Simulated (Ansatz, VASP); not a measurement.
**Two plane-wave programs on YSe2**

```
Y Se
1.0
     0.00000    3.42941    3.42941
     3.42941    0.00000    3.42941
     3.42941    3.42941    0.00000
Y Se
1 2
Direct
  0.00000 0.00000 0.00000
  0.25000 0.25000 0.25000
  0.75000 0.75000 0.75000
```

Alike in both runs: task single point; functional LDA; k mesh 8 × 8 × 8; no spin polarisation.

```csv
,VASP,Ansatz
version,VASP 6.6.1,Ansatz 0.2.0
potentials or method,"VASP PAW LDA potentials, release 64 (Y_sv, Se), cutoff 520 eV","scalar-relativistic, plane waves, PAW"
occupations,"methfessel-paxton of order 1, width 0.1 eV","cold, width 0.1 eV"
valence electrons in the cell,23,43
```

```csv
,VASP,Ansatz,Ansatz less VASP
pressure (GPa),-4.4,-4.5,-0.11
```

LDA's correlation is that of Perdew and Zunger in VASP and of Perdew and Wang (1992) in Ansatz. VASP's potentials hold 23 valence electrons a cell and Ansatz's 43, so a difference there can come from the potentials and not from the codes.
